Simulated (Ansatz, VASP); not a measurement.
SiNi3: VASP beside Ansatz

```
CELL_PARAMETERS angstrom
3.46514 0.00000 0.00000
0.00000 3.46514 0.00000
0.00000 0.00000 3.46514
ATOMIC_POSITIONS crystal
Si 0.00000 0.00000 0.00000
Ni 0.00000 0.50000 0.50000
Ni 0.50000 0.00000 0.50000
Ni 0.50000 0.50000 0.00000
```

Alike in both runs: functional r2SCAN; k mesh 6 × 6 × 6; occupations gaussian, width 0.1 eV; no spin polarisation.

Ansatz relaxed the structure, and its values are those at the end. VASP's run is a single point on that final structure, the one shown.

|  | VASP | Ansatz |
| --- | --- | --- |
| version | VASP 6.6.1 | Ansatz 0.2.0 |
| potentials or method | VASP PAW PBE potentials, release 64 (Si, Ni), cutoff 520 eV | scalar-relativistic, plane waves, PAW |
| valence electrons in the cell | 34 | 58 |

```tsv
	VASP	Ansatz	Ansatz less VASP
gap on the k mesh at the Fermi level (eV)	none	none	-
pressure (GPa)	0.3	-0.1	-0.37
```

VASP's potentials were made for PBE, not for r2SCAN. A gap of «none» marks a metal or a gap that the smearing closes. The functional is the same, so the differences come from potentials, cutoffs and numerics. VASP's potentials hold 34 valence electrons a cell and Ansatz's 58, so a difference there can come from the potentials and not from the codes.
